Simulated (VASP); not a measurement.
# Y (Fm-3m) in VASP: further runs

Aim: see how the results for Y move with the level of theory and the settings. Levels: PBE, r2SCAN. Tasks: single point.

Everything below comes from runs of VASP 6.6.1. Logs are shortened: lines on timing, memory, paths and dates and some standing lists are left out, and cuts for length are marked.

## Step 1: The cell of the first run

It takes space group Fm-3m (No. 225, cubic). Conventional cell: a = 5.086 Å, b = 5.086 Å, c = 5.086 Å, α = 90.00°, β = 90.00°, γ = 90.00°. Within 4.7 Å of Y (site symmetry m-3m) lie 12 Y at 3.60 Å.

## Step 2: Single point, PBE

INCAR reads:

```
SYSTEM = Y
PREC = Accurate
ENCUT = 520
EDIFF = 1E-7
ISMEAR = 0
SIGMA = 0.05
LREAL = .FALSE.
LASPH = .TRUE.
NELM = 80
ALGO = Normal
ISIF = 2
LWAVE = .FALSE.
LCHARG = .FALSE.
GGA = PE
NBANDS = 12
```

KPOINTS reads:

```
regular mesh
0
G
  6 6 6
  0 0 0
```

POSCAR reads:

```
Y
1.0
    0.0000000000      2.5429281702      2.5429281702
    2.5429281702      0.0000000000      2.5429281702
    2.5429281702      2.5429281702      0.0000000000
Y
1
Direct
    0.0000000000      0.0000000000      0.0000000000
```

Potentials or basis: VASP PAW PBE potentials, release 64 (Y_sv).

On the command line:

```console
$ cat potpaw_PBE.64/Y_sv/POTCAR > POTCAR
$ mpirun -np 1 vasp_std > vasp.out
```

OUTCAR:

```text
SYSTEM = Y
   PREC = Accurate
   ENCUT = 520
   EDIFF = 1E-7
   ISMEAR = 0
   LREAL = .FALSE.
   LASPH = .TRUE.
   NELM = 80
   ISIF = 2
   GGA = PE

 ion  position               nearest neighbor table
   1  0.000  0.000  0.000-

  LATTYP: Found a face centered cubic cell.
 ALAT       =     5.0858563404

  Lattice vectors:

 A1 = (   0.0000000000,   2.5429281702,   2.5429281702)
 A2 = (   2.5429281702,   0.0000000000,   2.5429281702)
 A3 = (   2.5429281702,   2.5429281702,   0.0000000000)

Analysis of symmetry for initial positions (statically):
=====================================================================
 Subroutine PRICEL returns:
 Original cell was already a primitive cell.

 Routine SETGRP: Setting up the symmetry group for a
 face centered cubic supercell.

 Subroutine GETGRP returns: Found 48 space group operations
 (whereof 48 operations were pure point group operations)
 out of a pool of 48 trial point group operations.

The static configuration has the point symmetry O_h .

Analysis of symmetry for dynamics (positions and initial velocities):
=====================================================================
 Subroutine PRICEL returns:
 Original cell was already a primitive cell.

 Routine SETGRP: Setting up the symmetry group for a
 face centered cubic supercell.

 Subroutine GETGRP returns: Found 48 space group operations
 (whereof 48 operations were pure point group operations)
 out of a pool of 48 trial point group operations.

The dynamic configuration has the point symmetry O_h .

 Subroutine INISYM returns: Found 48 space group operations
 (whereof 48 operations are pure point group operations),
 and found     1 'primitive' translations

----------------------------------------------------------------------------------------

                                     Primitive cell

  volume of cell :      32.8876

  direct lattice vectors                    reciprocal lattice vectors
     0.000000000  2.542928170  2.542928170    -0.196623721  0.196623721  0.196623721
     2.542928170  0.000000000  2.542928170     0.196623721 -0.196623721  0.196623721
     2.542928170  2.542928170  0.000000000     0.196623721  0.196623721 -0.196623721

  length of vectors
     3.596243506  3.596243506  3.596243506     0.340562275  0.340562275  0.340562275

  position of ions in fractional coordinates (direct lattice)
     0.000000000  0.000000000  0.000000000

  ion indices of the primitive-cell ions
   primitive index   ion index
                 1           1

----------------------------------------------------------------------------------------

 KPOINTS: regular mesh

Automatic generation of k-mesh.
 Grid dimensions read from file:
 generate k-points for:    6    6    6

 Generating k-lattice:

  Cartesian coordinates                     Fractional coordinates (reciprocal lattice)
    -0.032770620  0.032770620  0.032770620     0.166666667  0.000000000  0.000000000
     0.032770620 -0.032770620  0.032770620     0.000000000  0.166666667  0.000000000
     0.032770620  0.032770620 -0.032770620     0.000000000  0.000000000  0.166666667

  Length of vectors
     0.056760379  0.056760379  0.056760379

  Shift w.r.t. Gamma in fractional coordinates (k-lattice)
     0.000000000  0.000000000  0.000000000

 Subroutine IBZKPT returns following result:
 ===========================================

 Found     16 irreducible k-points:

 Following reciprocal coordinates:
            Coordinates               Weight
  0.000000  0.000000  0.000000      1.000000
  0.166667  0.000000  0.000000      8.000000
  0.333333  0.000000  0.000000      8.000000
  0.500000  0.000000  0.000000      4.000000
  0.166667  0.166667  0.000000      6.000000
  0.333333  0.166667  0.000000     24.000000
[... 8 lines left out ...]
 -0.333333  0.333333  0.166667     24.000000
 -0.333333  0.500000  0.166667     12.000000
   k-points           NKPTS =     16   k-points in BZ     NKDIM =     16   number of bands    NBANDS=     12
   number of dos      NEDOS =    301   number of ions     NIONS =      1
   total plane-waves  NPLWV =  21952
   dimension x,y,z NGX =    28 NGY =   28 NGZ =   28
   dimension x,y,z NGXF=    56 NGYF=   56 NGZF=   56
   ions per type =               1
   NGX,Y,Z   is equivalent  to a cutoff of  12.94, 12.94, 12.94 a.u.
   NGXF,Y,Z  is equivalent  to a cutoff of  25.89, 25.89, 25.89 a.u.
 SYSTEM =  Y
   PREC   = accura    normal or accurate (medium, high low for compatibility)
   ISTART =      0    job   : 0-new  1-cont  2-samecut
   ICHARG =      2    charge: 1-file 2-atom 10-const
   ISPIN  =      1    spin polarized calculation?
   LNONCOLLINEAR =      F non collinear calculations
   LSORBIT =      F    spin-orbit coupling
   LASPH  =      T    aspherical Exc in radial PAW
   ENCUT  =  520.0 eV  38.22 Ry    6.18 a.u.   6.69  6.69  6.69*2*pi/ulx,y,z
   NELM   =     80;   NELMIN=  2; NELMDL= -5     # of ELM steps
   EDIFF  = 0.1E-06   stopping-criterion for ELM
   LREAL  =      F    real-space projection
   EDIFFG = 0.1E-05   stopping-criterion for IOM
   NSW    =      0    number of steps for IOM
   IBRION =     -1    ionic relax: 0-MD 1-quasi-New 2-CG
   NFREE  =      0    steps in history (QN), initial steepest desc. (CG)
   ISIF   =      2    stress and relaxation
   ISYM   =      2    0-nonsym 1-usesym 2-fastsym
   POTIM  = 0.5000    time-step for ionic-motion
   TEBEG  =    0.0;   TEEND  =   0.0 temperature during run
   PSTRESS=    0.0 pullay stress
   NELECT =      11.0000    total number of electrons
   NUPDOWN=      -1.0000    fix difference up-down
   EMIN   =  10.00;   EMAX   =-10.00  energy-range for DOS
   EFERMI =   0.00;   METHOD = LEGACY
   ISMEAR =     0;   SIGMA  =   0.05  broadening in eV -4-tet -1-fermi 0-gaus
   EFERMI_NEDOS =   21; number of points for ismear=-14 and -15
   IALGO  =     38    algorithm
   IMIX   =      4    mixing-type and parameters
     AMIX     =   0.40;   BMIX     =  1.00
     AMIX_MAG =   1.60;   BMIX_MAG =  1.00
  volume/ion in A,a.u.               =      32.89       221.94
  Fermi-wavevector in a.u.,A,eV,Ry     =   1.136392  2.147470 17.570395  1.291388
  Thomas-Fermi vector in A             =   2.273097
   LORBIT       =      0    0 simple, 1 ext, 2 COOP (PROOUT), +10 PAW based schemes
   GGA     = PE    functional components
   LHFCALC =     F    Hartree Fock is set to
   AEXX    =    0.0000 exact exchange contribution
   IVDW    =     0    specifies the selected vdW correction
   LEPSILON=     F    determine dielectric tensor
   LRPA    =     F    only Hartree local field effects (RPA)
 non-spin polarized calculation
 Gauss-broadening in eV      SIGMA  =   0.05
  energy-cutoff  :      520.00
  volume of cell :       32.89
 maximum number of plane-waves:       911
   NGX = 13   NGY = 13   NGZ = 13

 number of electron      11.0000001 magnetization

 Free energy of the ion-electron system (eV)
  ---------------------------------------------------
  ext. energy  EPLUGINS =         0.00000000
  ---------------------------------------------------
  free energy    TOTEN  =        -6.41142154 eV

  energy without entropy =       -6.40745808  energy(sigma->0) =       -6.40943981

 E-fermi :   3.0590     XC(G=0):  -9.4166

 val. band max:        3.0164966252   @ k =   0.5000   0.3333   0.1667
 cond. band min:       3.0839862847   @ k =   0.5000   0.1667   0.0000
 fundamental gap:      0.0674896595
 Fermi energy:         3.0589843624

 k-point     1 :       0.0000    0.0000    0.0000
  band No.  band energies     occupation
      1     -39.6445      2.00000
      2     -19.3503      2.00000
      3     -19.3503      2.00000
      4     -19.3503      2.00000
      5      -1.6938      2.00000
      6       4.8314      0.00000
      7       4.8314      0.00000
      8       4.8314      0.00000
      9       6.8121      0.00000
     10       6.8121      0.00000
     11      11.9912      0.00000
     12      15.2199      0.00000

 k-point     2 :       0.1667    0.0000    0.0000
  band No.  band energies     occupation
      1     -39.6290      2.00000
      2     -19.4927      2.00000
      3     -19.3685      2.00000
      4     -19.3685      2.00000
      5      -1.0392      2.00000
      6       4.2066      0.00000
      7       5.0684      0.00000
      8       5.0684      0.00000
      9       6.6065      0.00000
     10       6.6065      0.00000
     11      12.9427      0.00000
     12      13.7007      0.00000

 k-point     3 :       0.3333    0.0000    0.0000
  band No.  band energies     occupation
      1     -39.5979      2.00000
      2     -19.7658      2.00000
      3     -19.4045      2.00000
      4     -19.4045      2.00000
      5       0.4039      2.00000
      6       3.5197      0.00000
      7       4.9029      0.00000
      8       4.9029      0.00000
      9       7.3421      0.00000
     10       7.3421      0.00000
     11      11.3426      0.00000
     12      13.5055      0.00000

 k-point     4 :       0.5000    0.0000    0.0000
  band No.  band energies     occupation
      1     -39.5823      2.00000
      2     -19.8972      2.00000
      3     -19.4224      2.00000
      4     -19.4224      2.00000
      5       1.0888      2.00000
      6       3.6302      0.00000
      7       4.6667      0.00000
      8       4.6667      0.00000
      9       8.2411      0.00000
     10       8.2411      0.00000
     11      10.6978      0.00000
     12      11.7267      0.00000

 k-point     5 :       0.1667    0.1667    0.0000
  band No.  band energies     occupation
      1     -39.6239      2.00000
      2     -19.4884      2.00000
      3     -19.3997      2.00000
      4     -19.3997      2.00000
      5      -0.8246      2.00000
      6       3.9199      0.00000
      7       5.3436      0.00000
      8       5.3436      0.00000
      9       5.6716      0.00000
     10       7.1204      0.00000
     11      13.8631      0.00000
     12      14.4789      0.00000
[... 108 lines left out ...]
      1     -39.5620      2.00000
      2     -19.8622      2.00000
      3     -19.5455      2.00000
      4     -19.5455      2.00000
      5       1.3262      2.00000
      6       2.2046      2.00000
      7       5.0842      0.00000
      8       8.2531      0.00000
      9       8.6491      0.00000
     10       8.6491      0.00000
     11      10.7623      0.00000
     12      10.7623      0.00000

 k-point    14 :       0.5000    0.3333    0.1667
  band No.  band energies     occupation
      1     -39.5774      2.00000
      2     -19.7586      2.00000
      3     -19.5708      2.00000
      4     -19.4702      2.00000
      5       1.5878      2.00000
      6       3.0165      1.77053
      7       3.6455      0.00000
      8       6.1365      0.00000
      9       6.9850      0.00000
     10       8.8980      0.00000
     11      11.5739      0.00000
     12      13.1221      0.00000

 k-point    15 :      -0.3333    0.3333    0.1667
  band No.  band energies     occupation
      1     -39.5670      2.00000
      2     -19.7738      2.00000
      3     -19.6370      2.00000
      4     -19.5008      2.00000
      5       2.5822      2.00000
      6       2.5831      2.00000
      7       3.5845      0.00000
      8       5.8037      0.00000
      9       7.8260      0.00000
     10       9.7334      0.00000
     11       9.8845      0.00000
     12      12.9349      0.00000

 k-point    16 :      -0.3333    0.5000    0.1667
  band No.  band energies     occupation
      1     -39.5619      2.00000
      2     -19.7849      2.00000
      3     -19.6267      2.00000
      4     -19.5512      2.00000
      5       1.9891      2.00000
      6       2.7119      2.00000
      7       4.0301      0.00000
      8       6.2787      0.00000
      9       8.6538      0.00000
     10       9.7612      0.00000
     11      10.5364      0.00000
     12      10.7233      0.00000

------------------------ aborting loop because EDIFF is reached ----------------------------------------

  FORCE on cell =-STRESS in cart. coord.  units (eV):
  Direction    XX          YY          ZZ          XY          YZ          ZX
  --------------------------------------------------------------------------------------
  -------------------------------------------------------------------------------------
  Total       -0.1612558     -0.1612558     -0.1612558      0.0000000     -0.0000000      0.0000000
  in kB       -7.8558572     -7.8558572     -7.8558572      0.0000000     -0.0000000      0.0000000
  external PRESSURE =      -7.8558572 kB  Pullay stress =       0.0000000 kB

 VOLUME and BASIS-vectors are now :
 -----------------------------------------------------------------------------
  energy-cutoff  :      520.00
  volume of cell :       32.89
      direct lattice vectors                 reciprocal lattice vectors
     0.000000000  2.542928170  2.542928170    -0.196623721  0.196623721  0.196623721
     2.542928170  0.000000000  2.542928170     0.196623721 -0.196623721  0.196623721
     2.542928170  2.542928170  0.000000000     0.196623721  0.196623721 -0.196623721

 POSITION                                       TOTAL-FORCE (eV/Angst)
 -----------------------------------------------------------------------------------
      0.00000      0.00000      0.00000         0.000000      0.000000     -0.000000
 -----------------------------------------------------------------------------------
    total drift:                               -0.000000     -0.000000     -0.000000

  FREE ENERGIE OF THE ION-ELECTRON SYSTEM (eV)
  ---------------------------------------------------
  free  energy   TOTEN  =        -6.4114215439 eV

  energy  without entropy=       -6.4074580801  energy(sigma->0) =       -6.40943981
```

Run time: 18 s. Hardware: 1 thread of Intel Xeon 8259CL, shared host; peak memory 0.17 GiB.

What came out:

| Quantity | Value |
| --- | --- |
| Free energy | -6.4114 eV |
| Pressure | -0.8 GPa |

(Part 1 of 2 ends here.)
